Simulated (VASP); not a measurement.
Wanted: the native input for a VASP 6.6.1 run.

```
Task                   : single point
Functional             : PBE
Potentials or basis    : VASP PAW PBE potentials, release 64 (Sn_d, Pb_d, Se)
Cutoff                 : 520 eV
k mesh                 : 6 × 6 × 6
Occupations            : gaussian, width 0.01 eV
Spin                   : no spin polarisation
Dipole correction      : no
Further INCAR settings : ALGO = Normal; EDIFF = 1e-07; NBANDS = 50
```

The structure of SnPb3Se4 lies in POSCAR:

```
SnPb3Se4
1.0
    4.4463321808      2.5670910814      3.8339745292
   -4.4463321808      2.5670910814      3.8339745292
    0.0000000000     -5.1341821630      3.8339745291
Sn Pb Se
1 3 4
Direct
    0.9785796505      0.9785796505      0.9785796505
    0.9823706117      0.4855205050      0.4855205050
    0.4855205050      0.4855205050      0.9823706117
    0.4855205050      0.9823706117      0.4855205050
    0.5154973745      0.5154973745      0.5154973745
    0.5321548574      0.0118459232      0.0118459232
    0.0118459232      0.0118459232      0.5321548574
    0.0118459232      0.5321548574      0.0118459232
```

One way to write it, as run:

INCAR

```
ALGO = Normal ; EDIFF = 1E-7
ENCUT = 520 ; GGA = PE
ISIF = 2 ; ISMEAR = 0
LASPH = T ; LCHARG = F
LREAL = F ; LWAVE = F
NBANDS = 50 ; NELM = 100
PREC = Accurate ; SIGMA = 0.01
```

KPOINTS

```
k-points
0
Gamma
  6 6 6
```

Potentials or basis: VASP PAW PBE potentials, release 64 (Sn_d, Pb_d, Se).

Launch:

```sh
$ cat potpaw_PBE.64/Sn_d/POTCAR potpaw_PBE.64/Pb_d/POTCAR potpaw_PBE.64/Se/POTCAR > POTCAR
$ mpirun -np 1 vasp_std > vasp.out
```

Results of the run:

```yaml
Pressure: -2.3 GPa
Largest_force: 0.015 eV/Å
Band_gap_on_the_k_mesh: 0.22 eV
```

Caveat: spin-orbit coupling is left out, which moves the levels of the heavy elements.

Wall time 7.4 min on 1 thread of Intel Xeon 8259CL, on a shared host, peak memory 0.57 GiB.
